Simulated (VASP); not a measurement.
# TiO2 (P4_2/nmc) in VASP: notebook

Aim: see how the results for TiO2 move with the level of theory and the settings. Levels: PBE, PBEsol. Tasks: single point.

Everything below comes from runs of VASP 6.6.1. Logs are shortened: lines on timing, memory, paths and dates and some standing lists are left out, and cuts for length are marked.

### 1 The cell of the first run

Symmetry: P4_2/nmc, No. 137, tetragonal system. The conventional cell has a = 3.389 Å, b = 3.389 Å, c = 5.342 Å, α = 90.00°, β = 90.00°, γ = 90.00°. Ti (site symmetry -4m2) has 8 O at 1.89 to 2.50 Å within 2.5 Å. Within 2.7 Å of O (site symmetry 2mm) lie 4 Ti at 1.89 to 2.50 Å and 6 O at 2.59 to 2.67 Å.

### 2 Single point, PBE

File INCAR:

```
PREC = Accurate ; ENCUT = 520
EDIFF = 1E-6 ; ISMEAR = -1
SIGMA = 0.02 ; LREAL = False
LASPH = True ; NELM = 60
ALGO = Normal ; ISIF = 2
LWAVE = False ; LCHARG = False
GGA = PE ; NBANDS = 33
```

File KPOINTS:

```
Automatic mesh
0
Gamma
  6 6 6
```

File POSCAR:

```
TiO2
1.0
    3.3885189007      0.0000000000      0.0000000000
    0.0000000000      3.3885189007      0.0000000000
    0.0000000000      0.0000000000      5.3419908032
Ti O
2 4
Direct
    0.0000000000      0.0000000000      0.0000000000
    0.5000000000      0.5000000000      0.5000000000
    0.0000000000      0.5000000000      0.3431934238
    0.0000000000      0.5000000000      0.8431934238
    0.5000000000      0.0000000000      0.6568065762
    0.5000000000      0.0000000000      0.1568065762
```

Potentials or basis: VASP PAW PBE potentials, release 64 (Ti_sv, O).

Command:

```bash
> cat potpaw_PBE.64/Ti_sv/POTCAR potpaw_PBE.64/O/POTCAR > POTCAR
> mpirun -np 1 vasp_std > vasp.out
```

OUTCAR:

```text
PREC = Accurate
   ENCUT = 520
   EDIFF = 1E-6
   ISMEAR = -1
   LREAL = False
   LASPH = True
   NELM = 60
   ISIF = 2
   GGA = PE

 ion  position               nearest neighbor table
   1  0.000  0.000  0.000-   4 1.89   6 1.89   4 1.89   6 1.89
   2  0.500  0.500  0.500-   3 1.89   5 1.89   5 1.89   3 1.89
   3  0.000  0.500  0.343-   2 1.89   2 1.89
   4  0.000  0.500  0.843-   1 1.89   1 1.89
   5  0.500  0.000  0.657-   2 1.89   2 1.89
   6  0.500  0.000  0.157-   1 1.89   1 1.89

  LATTYP: Found a simple tetragonal cell.
 ALAT       =     3.3885189007
 C/A-ratio  =     1.5764972720

  Lattice vectors:

 A1 = (   3.3885189007,   0.0000000000,   0.0000000000)
 A2 = (   0.0000000000,   3.3885189007,   0.0000000000)
 A3 = (   0.0000000000,   0.0000000000,   5.3419908032)

Analysis of symmetry for initial positions (statically):
=====================================================================
 Subroutine PRICEL returns:
 Original cell was already a primitive cell.

 Routine SETGRP: Setting up the symmetry group for a
 simple tetragonal supercell.

 Subroutine GETGRP returns: Found 16 space group operations
 (whereof  8 operations were pure point group operations)
 out of a pool of 16 trial point group operations.

The static configuration has the point symmetry D_2d.
 The point group associated with its full space group is D_4h.

Analysis of symmetry for dynamics (positions and initial velocities):
=====================================================================
 Subroutine PRICEL returns:
 Original cell was already a primitive cell.

 Routine SETGRP: Setting up the symmetry group for a
 simple tetragonal supercell.

 Subroutine GETGRP returns: Found 16 space group operations
 (whereof  8 operations were pure point group operations)
 out of a pool of 16 trial point group operations.

The dynamic configuration has the point symmetry D_2d.
 The point group associated with its full space group is D_4h.

 Subroutine INISYM returns: Found 16 space group operations
 (whereof  8 operations are pure point group operations),
 and found     1 'primitive' translations

----------------------------------------------------------------------------------------

                                     Primitive cell

  volume of cell :      61.3371

  direct lattice vectors                    reciprocal lattice vectors
     3.388518901  0.000000000  0.000000000     0.295114187  0.000000000  0.000000000
     0.000000000  3.388518901  0.000000000     0.000000000  0.295114187  0.000000000
     0.000000000  0.000000000  5.341990803     0.000000000  0.000000000  0.187196129

  length of vectors
     3.388518901  3.388518901  5.341990803     0.295114187  0.295114187  0.187196129

  position of ions in fractional coordinates (direct lattice)
     0.000000000  0.000000000  0.000000000
     0.500000000  0.500000000  0.500000000
     0.000000000  0.500000000  0.343193424
     0.000000000  0.500000000  0.843193424
     0.500000000  0.000000000  0.656806576
     0.500000000  0.000000000  0.156806576

  ion indices of the primitive-cell ions
   primitive index   ion index
                 1           1
                 2           2
                 3           3
                 4           4
                 5           5
                 6           6

----------------------------------------------------------------------------------------

 KPOINTS: Automatic mesh

Automatic generation of k-mesh.
 Grid dimensions read from file:
 generate k-points for:    6    6    6

 Generating k-lattice:

  Cartesian coordinates                     Fractional coordinates (reciprocal lattice)
     0.049185698  0.000000000  0.000000000     0.166666667  0.000000000  0.000000000
     0.000000000  0.049185698  0.000000000     0.000000000  0.166666667  0.000000000
     0.000000000  0.000000000  0.031199355     0.000000000  0.000000000  0.166666667

  Length of vectors
     0.049185698  0.049185698  0.031199355

  Shift w.r.t. Gamma in fractional coordinates (k-lattice)
     0.000000000  0.000000000  0.000000000

 Subroutine IBZKPT returns following result:
 ===========================================

 Found     40 irreducible k-points:

 Following reciprocal coordinates:
            Coordinates               Weight
  0.000000  0.000000  0.000000      1.000000
  0.166667  0.000000  0.000000      4.000000
  0.333333  0.000000  0.000000      4.000000
  0.500000  0.000000  0.000000      2.000000
  0.166667  0.166667  0.000000      4.000000
  0.333333  0.166667  0.000000      8.000000
[... 16 lines left out ...]
  0.333333  0.000000  0.333333      8.000000
  0.500000  0.000000  0.333333      4.000000
 [... further k-points ...]
   k-points           NKPTS =     40   k-points in BZ     NKDIM =     40   number of bands    NBANDS=     33
   number of dos      NEDOS =    301   number of ions     NIONS =      6
   total plane-waves  NPLWV =  31360
   dimension x,y,z NGX =    28 NGY =   28 NGZ =   40
   dimension x,y,z NGXF=    56 NGYF=   56 NGZF=   80
   ions per type =               2   4
   NGX,Y,Z   is equivalent  to a cutoff of  13.74, 13.74, 12.45 a.u.
   NGXF,Y,Z  is equivalent  to a cutoff of  27.47, 27.47, 24.90 a.u.
 SYSTEM =  unknown system
   PREC   = accura    normal or accurate (medium, high low for compatibility)
   ISTART =      0    job   : 0-new  1-cont  2-samecut
   ICHARG =      2    charge: 1-file 2-atom 10-const
   ISPIN  =      1    spin polarized calculation?
   LNONCOLLINEAR =      F non collinear calculations
   LSORBIT =      F    spin-orbit coupling
   LASPH  =      T    aspherical Exc in radial PAW
   ENCUT  =  520.0 eV  38.22 Ry    6.18 a.u.   6.30  6.30  9.93*2*pi/ulx,y,z
   NELM   =     60;   NELMIN=  2; NELMDL= -5     # of ELM steps
   EDIFF  = 0.1E-05   stopping-criterion for ELM
   LREAL  =      F    real-space projection
   EDIFFG = 0.1E-04   stopping-criterion for IOM
   NSW    =      0    number of steps for IOM
   IBRION =     -1    ionic relax: 0-MD 1-quasi-New 2-CG
   NFREE  =      0    steps in history (QN), initial steepest desc. (CG)
   ISIF   =      2    stress and relaxation
   ISYM   =      2    0-nonsym 1-usesym 2-fastsym
   POTIM  = 0.5000    time-step for ionic-motion
   TEBEG  =    0.0;   TEEND  =   0.0 temperature during run
   PSTRESS=    0.0 pullay stress
   NELECT =      48.0000    total number of electrons
   NUPDOWN=      -1.0000    fix difference up-down
   EMIN   =  10.00;   EMAX   =-10.00  energy-range for DOS
   EFERMI =   0.00;   METHOD = LEGACY
   ISMEAR =    -1;   SIGMA  =   0.02  broadening in eV -4-tet -1-fermi 0-gaus
   EFERMI_NEDOS =   21; number of points for ismear=-14 and -15
   IALGO  =     38    algorithm
   IMIX   =      4    mixing-type and parameters
     AMIX     =   0.40;   BMIX     =  1.00
     AMIX_MAG =   1.60;   BMIX_MAG =  1.00
  volume/ion in A,a.u.               =      10.22        68.99
  Fermi-wavevector in a.u.,A,eV,Ry     =   1.508624  2.850885 30.966118  2.275945
  Thomas-Fermi vector in A             =   2.619053
   LORBIT       =      0    0 simple, 1 ext, 2 COOP (PROOUT), +10 PAW based schemes
   GGA     = PE    functional components
   LHFCALC =     F    Hartree Fock is set to
   AEXX    =    0.0000 exact exchange contribution
   IVDW    =     0    specifies the selected vdW correction
   LEPSILON=     F    determine dielectric tensor
   LRPA    =     F    only Hartree local field effects (RPA)
 non-spin polarized calculation
  energy-cutoff  :      520.00
  volume of cell :       61.34
 maximum number of plane-waves:      1684
 NGX is ok and might be reduce to    28
   NGX = 13   NGY = 13   NGZ = 19

 number of electron      48.0000006 magnetization

 Free energy of the ion-electron system (eV)
  ---------------------------------------------------
  ext. energy  EPLUGINS =         0.00000000
  ---------------------------------------------------
  free energy    TOTEN  =       -53.02971186 eV

  energy without entropy =      -53.02971186  energy(sigma->0) =      -53.02971186

 E-fermi :   5.2967     XC(G=0): -11.5910

 val. band max:        4.8802204190   @ k =   0.0000   0.0000   0.5000
 cond. band min:       7.4305956575   @ k =   0.0000   0.0000   0.0000
 fundamental gap:      2.5503752385
 Fermi energy:         5.2967300617

 k-point     1 :       0.0000    0.0000    0.0000
  band No.  band energies     occupation
      1     -51.5922      2.00000
      2     -51.5790      2.00000
      3     -27.9757      2.00000
      4     -27.8371      2.00000
      5     -27.7553      2.00000
      6     -27.7553      2.00000
[... 25 lines left out ...]
     32      11.0642      0.00000
     33      11.0642      0.00000

 k-point     2 :       0.1667    0.0000    0.0000
  band No.  band energies     occupation
      1     -51.5891      2.00000
      2     -51.5777      2.00000
      3     -27.9626      2.00000
      4     -27.8446      2.00000
      5     -27.7951      2.00000
      6     -27.7692      2.00000
[... 25 lines left out ...]
     32      10.5327      0.00000
     33      10.9923      0.00000

 k-point     3 :       0.3333    0.0000    0.0000
  band No.  band energies     occupation
      1     -51.5822      2.00000
      2     -51.5756      2.00000
      3     -27.9311      2.00000
      4     -27.8883      2.00000
      5     -27.8614      2.00000
      6     -27.8502      2.00000
[... 25 lines left out ...]
     32      10.4057      0.00000
     33      10.7697      0.00000

 k-point     4 :       0.5000    0.0000    0.0000
  band No.  band energies     occupation
      1     -51.5766      2.00000
      2     -51.5766      2.00000
      3     -27.9229      2.00000
      4     -27.9229      2.00000
      5     -27.8819      2.00000
      6     -27.8819      2.00000
[... 673 lines left out ...]
     32      10.9193      0.00000
     33      10.9741      0.00000

 k-point    23 :       0.3333    0.0000    0.3333
  band No.  band energies     occupation
      1     -51.5805      2.00000
      2     -51.5772      2.00000
      3     -27.9430      2.00000
      4     -27.9026      2.00000
      5     -27.8618      2.00000
      6     -27.8235      2.00000
[... 25 lines left out ...]
     32      10.8486      0.00000
     33      10.9091      0.00000

 k-point    24 :       0.5000    0.0000    0.3333
  band No.  band energies     occupation
      1     -51.5766      2.00000
      2     -51.5766      2.00000
      3     -27.9510      2.00000
      4     -27.9510      2.00000
      5     -27.8534      2.00000
      6     -27.8534      2.00000
[... 25 lines left out ...]
     32      10.5484      0.00000
     33      11.1991      0.00000

 [... further k-points ...]

------------------------ aborting loop because EDIFF is reached ----------------------------------------

  FORCE on cell =-STRESS in cart. coord.  units (eV):
  Direction    XX          YY          ZZ          XY          YZ          ZX
  --------------------------------------------------------------------------------------
  -------------------------------------------------------------------------------------
  Total        0.3657339      0.3657339      0.1329141      0.0000000      0.0000000      0.0000000
  in kB        9.5532880      9.5532880      3.4718325      0.0000000      0.0000000      0.0000000
  external PRESSURE =       7.5261362 kB  Pullay stress =       0.0000000 kB

 VOLUME and BASIS-vectors are now :
 -----------------------------------------------------------------------------
  energy-cutoff  :      520.00
  volume of cell :       61.34
      direct lattice vectors                 reciprocal lattice vectors
     3.388518901  0.000000000  0.000000000     0.295114187  0.000000000  0.000000000
     0.000000000  3.388518901  0.000000000     0.000000000  0.295114187  0.000000000
     0.000000000  0.000000000  5.341990803     0.000000000  0.000000000  0.187196129

 POSITION                                       TOTAL-FORCE (eV/Angst)
 -----------------------------------------------------------------------------------
      0.00000      0.00000      0.00000        -0.000000     -0.000000     -0.000000
      1.69426      1.69426      2.67100         0.000000     -0.000000     -0.000000
      0.00000      1.69426      1.83334         0.000000     -0.000000     -0.063617
      0.00000      1.69426      4.50433         0.000000      0.000000     -0.063617
      1.69426      0.00000      3.50865        -0.000000     -0.000000      0.063617
      1.69426      0.00000      0.83766         0.000000     -0.000000      0.063617
 -----------------------------------------------------------------------------------
    total drift:                                0.000000      0.000000      0.000000

  FREE ENERGIE OF THE ION-ELECTRON SYSTEM (eV)
  ---------------------------------------------------
  free  energy   TOTEN  =       -53.0297118566 eV

  energy  without entropy=      -53.0297118566  energy(sigma->0) =      -53.02971186
```

Wall time 39 s (1 thread of Intel Xeon 6975P-C (Granite Rapids), shared host); peak memory 0.2 GiB.

Results:

| Item | Value |
| --- | --- |
| Free energy | -53.0297 eV |
| Pressure | 0.8 GPa |
| Largest force | 0.064 eV/Å |
| Band gap on the k mesh | 2.55 eV (least direct gap 2.57 eV) |

Forces on the atoms (eV/Å):
```
Ti   0.000  0.000  0.000
Ti   0.000  0.000  0.000
O    0.000  0.000 -0.064
O    0.000  0.000 -0.064
O    0.000  0.000  0.064
O    0.000  0.000  0.064
```

Stress tensor (GPa, compression positive):
```
0.96 0.00 0.00
0.00 0.96 0.00
0.00 0.00 0.35
```

A k mesh can miss the band edges.

### 3 Single point, PBEsol

This run uses another cell than the first one, of 9.67 Å³/atom.

File INCAR:

```
PREC = Accurate
ENCUT = 520
EDIFF = 1E-7
ISMEAR = -1
SIGMA = 0.02
LREAL = False
LASPH = True
NELM = 80
ALGO = Normal
ISIF = 2
LWAVE = False
LCHARG = False
GGA = PS
NBANDS = 33
```

File KPOINTS:

```
Automatic mesh
0
Gamma
  8 8 4
```

File POSCAR:

```
TiO2
1.0
    3.3612404502      0.0000000000      0.0000000000
    0.0000000000      3.3612404502      0.0000000000
    0.0000000000      0.0000000000      5.1337955386
Ti O
2 4
Direct
    0.0000000000      0.0000000000      0.0000000000
    0.5000000000      0.5000000000      0.5000000000
    0.0000000000      0.5000000000      0.3332907321
    0.0000000000      0.5000000000      0.8332907321
    0.5000000000      0.0000000000      0.6667092679
    0.5000000000      0.0000000000      0.1667092679
```

Potentials or basis: VASP PAW PBE potentials, release 64 (Ti_sv, O).

Command:

```bash
> cat potpaw_PBE.64/Ti_sv/POTCAR potpaw_PBE.64/O/POTCAR > POTCAR
> mpirun -np 1 vasp_std > vasp.out
```

Run time: 44 s. Hardware: 1 thread of Intel Xeon 6975P-C (Granite Rapids), shared host; peak memory 0.21 GiB.

It converged, with:

- Free energy: -55.5221 eV
- Pressure: 0.9 GPa
- Largest force: 0.058 eV/Å
- Band gap on the k mesh: 2.43 eV (least direct gap 2.48 eV)

Forces on the atoms (eV/Å):
```
Ti   0.000  0.000  0.000
Ti   0.000  0.000  0.000
O    0.000  0.000 -0.058
O    0.000  0.000 -0.058
O    0.000  0.000  0.058
O    0.000  0.000  0.058
```

Stress tensor (GPa, compression positive):
```
1.07 0.00 0.00
0.00 1.07 0.00
0.00 0.00 0.47
```

Levels at points of the mesh, in eV from the valence-band top:
```tsv
k point	band 21	band 22	band 23	band 24	band 25	band 26	band 27	band 28
(0.00, 0.00, 0.00)	-1.94	-0.37	-0.04	-0.04	2.43	2.92	3.32	4.65
(0.50, 0.00, 0.00)	-1.44	-1.44	-0.31	-0.31	2.85	2.85	3.74	3.74
(0.50, 0.50, 0.00)	-1.20	-1.20	-0.69	-0.69	2.79	2.79	3.62	3.62
(0.00, 0.00, 0.50)	-1.54	-1.54	0.00	0.00	2.67	2.67	3.86	3.86
(0.50, 0.00, 0.50)	-1.91	-1.91	-0.75	-0.75	2.73	2.73	3.37	3.37
(0.50, 0.50, 0.50)	-2.19	-2.19	-0.35	-0.35	3.16	3.16	3.85	3.85
```

Caveat: the PAW data sets were made with another functional, which shifts forces and pressure a little. A k mesh can miss the band edges.

(Part 1 of 2 ends here.)
